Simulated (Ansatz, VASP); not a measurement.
**Two plane-wave programs on V**

```xyz
1
Lattice="-1.5369 1.5369 1.5369 1.5369 -1.5369 1.5369 1.5369 1.5369 -1.5369" Properties=species:S:1:pos:R:3 pbc="T T T"
V     0.0000    0.0000    0.0000
```

Alike in both runs: task single point; functional PBEsol; k mesh 24 × 24 × 24; occupations fermi-dirac, width 0.1 eV; no spin polarisation.

|  | VASP | Ansatz |
| --- | --- | --- |
| version | VASP 6.6.1 | Ansatz 0.2.0 |
| potentials or method | VASP PAW PBE potentials, release 64 (V_sv), cutoff 520 eV | plane waves (420 eV) with PAW, scalar-relativistic |
| valence electrons in the cell | 13 | 13 |

Ansatz gave:

| Item | Value |
| --- | --- |
| pressure (GPa) | -17.8 |

**Question.** What did VASP give for the same quantities?

**Answer.** Pressure (GPa): -17.6.

VASP's potentials were made for PBE, not for PBEsol, and Ansatz warns of the same on its side. With one functional, cell and mesh, what is left measures potentials, basis and numerics.
